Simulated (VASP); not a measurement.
LiMg12 (a cell with a defect), 13 atoms in the cell. The cell holds a defect, 13 atoms: a = 6.420 Å, b = 9.630 Å, c = 5.213 Å, α = 90.00°, β = 90.00°, γ = 120.00°. 

```yaml
Program: VASP 6.6.1
Task: single point
Functional: PBE
Potentials_or_basis: VASP PAW PBE potentials, release 64 (Mg, Li_sv)
Cutoff: 650 eV
k_mesh: 1 × 1 × 1
Occupations: gaussian, width 0.1 eV
Spin: no spin polarisation
Dipole_correction: no
Further_INCAR_settings: ALGO = Normal; EDIFF = 1e-06; NBANDS = 26
```

Potentials or basis: VASP PAW PBE potentials, release 64 (Mg, Li_sv).

Command:

```sh
$ cat potpaw_PBE.64/Mg/POTCAR potpaw_PBE.64/Li_sv/POTCAR > POTCAR
$ mpirun -np 1 vasp_gam > vasp.out
```

Hardware: 1 thread of Intel Xeon 8259CL (shared host).

Q: Estimate the wall time of this run.

A: Wall time 53 s on 1 thread of Intel Xeon 8259CL, with other jobs on the host, peak memory 0.44 GiB. Counts: scf iterations 13, k points 1.
